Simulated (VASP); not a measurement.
# Na2S (Fm-3m) in VASP: notebook, part 2 of 2

VASP 6.6.1. Earlier steps stand in the parts before.

### Step 3. Single point, PBE

Contents of INCAR:

```
PREC = Accurate ; ENCUT = 500
EDIFF = 1E-6 ; ISMEAR = 0
SIGMA = 0.02 ; LREAL = False
LASPH = True ; NELM = 120
ALGO = Normal ; ISIF = 2
LWAVE = False ; LCHARG = True
GGA = PE ; LELF = True
LVHAR = True ; NBANDS = 17
GGA_COMPAT = False
```

Contents of KPOINTS:

```
regular mesh
0
Gamma
  8 8 8
```

Contents of POSCAR:

```
Na2S
1.0
    0.0000000000      3.2839004104      3.2839004104
    3.2839004104      0.0000000000      3.2839004104
    3.2839004104      3.2839004104      0.0000000000
Na S
2 1
Direct
    0.2500000000      0.2500000000      0.2500000000
    0.7500000000      0.7500000000      0.7500000000
    0.0000000000      0.0000000000      0.0000000000
```

Potentials or basis: VASP PAW PBE potentials, release 64 (Na_pv, S).

On the command line:

```sh
cat potpaw_PBE.64/Na_pv/POTCAR potpaw_PBE.64/S/POTCAR > POTCAR
mpirun -np 1 vasp_std > vasp.out
```

OUTCAR:

```text
PREC = Accurate
   ENCUT = 500
   EDIFF = 1E-6
   ISMEAR = 0
   LREAL = False
   LASPH = True
   NELM = 120
   ISIF = 2
   GGA = PE

 ion  position               nearest neighbor table
   1  0.250  0.250  0.250-
   2  0.750  0.750  0.750-
   3  0.000  0.000  0.000-

  LATTYP: Found a face centered cubic cell.
 ALAT       =     6.5678008208

  Lattice vectors:

 A1 = (   0.0000000000,   3.2839004104,   3.2839004104)
 A2 = (   3.2839004104,   0.0000000000,   3.2839004104)
[... 651 lines left out ...]
      4     -22.1076      2.00000
      5     -22.0811      2.00000
      6     -22.0802      2.00000
[... 9 lines left out ...]
     16      10.7177      0.00000
     17      11.9930      0.00000

 [... further k-points ...]
[... 5 lines left out ...]
  --------------------------------------------------------------------------------------
  -------------------------------------------------------------------------------------
  Total        0.0022164      0.0022164      0.0022164      0.0000000      0.0000000     -0.0000000
  in kB        0.0501360      0.0501360      0.0501360      0.0000000      0.0000000     -0.0000000
  external PRESSURE =       0.0501360 kB  Pullay stress =       0.0000000 kB

 VOLUME and BASIS-vectors are now :
 -----------------------------------------------------------------------------
  energy-cutoff  :      500.00
  volume of cell :       70.83
      direct lattice vectors                 reciprocal lattice vectors
     0.000000000  3.283900410  3.283900410    -0.152257967  0.152257967  0.152257967
     3.283900410  0.000000000  3.283900410     0.152257967 -0.152257967  0.152257967
     3.283900410  3.283900410  0.000000000     0.152257967  0.152257967 -0.152257967

 POSITION                                       TOTAL-FORCE (eV/Angst)
 -----------------------------------------------------------------------------------
      1.64195      1.64195      1.64195         0.000000     -0.000000      0.000000
      4.92585      4.92585      4.92585        -0.000000     -0.000000      0.000000
      0.00000      0.00000      0.00000        -0.000000      0.000000     -0.000000
 -----------------------------------------------------------------------------------
    total drift:                                0.000000      0.000000      0.000000

  FREE ENERGIE OF THE ION-ELECTRON SYSTEM (eV)
  ---------------------------------------------------
  free  energy   TOTEN  =        -9.9761579849 eV

  energy  without entropy=       -9.9761579849  energy(sigma->0) =       -9.97615798
```

stdout:

```text
POSCAR found type information on POSCAR NaS
 POSCAR found :  2 types and       3 ions
 scaLAPACK will be used
 LDA part: xc-table for (Slater+PW92), standard interpolation
 POSCAR, INCAR and KPOINTS ok, starting setup
 FFT: planning ... GRIDC
 FFT: planning ... GRID_SOFT
 FFT: planning ... GRID
 WAVECAR not read
 entering main loop
```

Wall time 17 s (1 thread of Intel Xeon 6975P-C (Granite Rapids), shared host); peak memory 0.2 GiB.

What came out:

```
Free energy            : -9.9762 eV
Pressure               : 0.0 GPa
Band gap on the k mesh : 2.45 eV, direct
```

### Step 4. Relaxation of cell and atoms, PBE

This run uses another cell than the first one, of 23.16 Å³/atom, 0.981 times its volume.

Contents of INCAR:

```
SYSTEM = Na2S
PREC = Accurate
ENCUT = 500
EDIFF = 1E-7
ISMEAR = 0
SIGMA = 0.02
LREAL = .FALSE.
LASPH = .TRUE.
NELM = 120
ALGO = Normal
ISIF = 3
LWAVE = .FALSE.
LCHARG = .FALSE.
GGA = PE
IBRION = 2
NSW = 100
EDIFFG = -0.005
GGA_COMPAT = .FALSE.
NELMIN = 4
```

Contents of KPOINTS:

```
Automatic mesh
0
G
  6 6 6
  0 0 0
```

Contents of POSCAR:

```
Na2S
1.0
    0.0000000000      3.2630000000      3.2630000000
    3.2630000000      0.0000000000      3.2630000000
    3.2630000000      3.2630000000      0.0000000000
Na S
2 1
Direct
    0.2500000000      0.2500000000      0.2500000000
    0.7500000000      0.7500000000      0.7500000000
    0.0000000000      0.0000000000      0.0000000000
```

On the command line:

```sh
cat potpaw_PBE.64/Na_pv/POTCAR potpaw_PBE.64/S/POTCAR > POTCAR
mpirun -np 1 vasp_std > vasp.out
```

Wall time 18 s (1 thread of Intel Xeon 6975P-C (Granite Rapids), shared host); peak memory 0.19 GiB.

It converged, with:

```yaml
Free_energy: -9.9757 eV
Relaxed_volume: 23.62 Å³/atom
Relaxed_cell: a = 4.645 Å, b = 4.645 Å, c = 4.645 Å, α = 60.00°, β = 60.00°, γ = 60.00°
Space_group_after_relaxing_to_0.05_Å: Fm-3m (No. 225)
Energy_gained_by_relaxing: 0.8 meV/atom
Ionic_steps: 3
Pressure_after_relaxing: 0.0 GPa
Band_gap_on_the_k_mesh: 2.44 eV, direct
```

The path:
| step | energy change (eV) | largest force (eV/Å) | pressure (GPa) | volume (Å³) |
| --- | --- | --- | --- | --- |
| 1 | 0.0000 | 0.0000 | 0.57 | 69.48 |
| 2 | -0.0020 | 0.0000 | 0.21 | 70.31 |
| 3 | -0.0023 | 0.0000 | -0.02 | 70.86 |

Final structure:
```
Na S
1.0
     0.00000    3.28443    3.28443
     3.28443    0.00000    3.28443
     3.28443    3.28443    0.00000
Na S
2 1
Cartesian
  1.6422 1.6422 1.6422
  4.9266 4.9266 4.9266
  0.0000 0.0000 0.0000
```

Levels at points of the mesh, in eV from the valence-band top:
```csv
k point,band 7,band 8,band 9,band 10,band 11,band 12,band 13,band 14
"(0.00, 0.00, 0.00)",-10.12,0.00,0.00,0.00,2.44,7.70,7.70,7.70
"(0.50, 0.00, 0.00)",-9.89,-1.62,-0.13,-0.13,4.74,6.40,7.12,7.12
"(0.50, 0.50, 0.00)",-9.81,-1.45,-0.45,-0.45,3.84,5.96,8.35,9.69
```

### Step 5. Relaxation of cell and atoms, PBE

Contents of INCAR:

```
SYSTEM = Na2S
  ALGO = Normal
  EDIFF = 1E-7
  EDIFFG = -0.005
  ENCUT = 500
  GGA = PE
  GGA_COMPAT = .FALSE.
  IBRION = 2
  ISIF = 3
  ISMEAR = 0
  LASPH = .TRUE.
  LCHARG = .FALSE.
  LREAL = .FALSE.
  LWAVE = .FALSE.
  NELM = 120
  NELMIN = 4
  NSW = 100
  PREC = Accurate
  SIGMA = 0.02
```

Contents of KPOINTS:

```
k-points
0
G
  8 8 8
  0 0 0
```

Contents of POSCAR:

```
Na2S
1.0
    0.0000000000      3.2839004104      3.2839004104
    3.2839004104      0.0000000000      3.2839004104
    3.2839004104      3.2839004104      0.0000000000
Na S
2 1
Direct
    0.2500000000      0.2500000000      0.2500000000
    0.7500000000      0.7500000000      0.7500000000
    0.0000000000      0.0000000000      0.0000000000
```

On the command line:

```sh
cat potpaw_PBE.64/Na_pv/POTCAR potpaw_PBE.64/S/POTCAR > POTCAR
mpirun -np 1 vasp_std > vasp.out
```

Wall time 13 s (1 thread of Intel Xeon 6975P-C (Granite Rapids), shared host); peak memory 0.19 GiB.

Results (log left out):

```
Free energy             : -9.9762 eV
Pressure after relaxing : 0.0 GPa
Band gap on the k mesh  : 2.45 eV, direct
```

Final structure:
```
Na S
1.0
     0.00000    3.28390    3.28390
     3.28390    0.00000    3.28390
     3.28390    3.28390    0.00000
Na S
2 1
Cartesian
  1.6420 1.6420 1.6420
  4.9259 4.9259 4.9259
  0.0000 0.0000 0.0000
```

Levels at points of the mesh, in eV from the valence-band top:
| k point | band 6 | band 7 | band 8 | band 9 | band 10 | band 11 | band 12 | band 13 | band 14 |
| --- | --- | --- | --- | --- | --- | --- | --- | --- | --- |
| (0.00, 0.00, 0.00) | -22.22 | -10.13 | 0.00 | 0.00 | 0.00 | 2.45 | 7.70 | 7.70 | 7.70 |
| (0.50, 0.00, 0.00) | -22.24 | -9.89 | -1.62 | -0.13 | -0.13 | 4.74 | 6.40 | 7.12 | 7.12 |
| (0.50, 0.50, 0.00) | -22.20 | -9.81 | -1.45 | -0.45 | -0.45 | 3.84 | 5.97 | 8.36 | 9.69 |

Caveat: the relaxation stopped at its first step, so nothing moved.

### Step 6. Overview

| task | cell | k mesh | gap on the mesh (eV) | pressure (GPa) |
| --- | --- | --- | --- | --- |
| single point | a = 4.644 Å, angles 60.0°, 3 atoms | 6 × 6 × 6 | 2.45 | 0.0 |
| single point | a = 4.644 Å, angles 60.0°, 3 atoms | 8 × 8 × 8 | 2.45 | 0.0 |
| relaxation of cell and atoms | relaxed from a = 4.615 Å, angles 60.0°, 3 atoms | 6 × 6 × 6 | 2.44 | 0.0 |
| relaxation of cell and atoms | relaxed from a = 4.644 Å, angles 60.0°, 3 atoms | 8 × 8 × 8 | 2.45 | 0.0 |

Alike in all rows: level PBE; potentials or basis VASP PAW PBE potentials, release 64 (Na_pv, S); no spin polarisation; cutoff (eV) 500; smearing gaussian 0.02 eV.

Caveats: the relaxation stopped at its first step, so nothing moved (some runs).

Absolute energies hang on the potentials; compare differences alone.
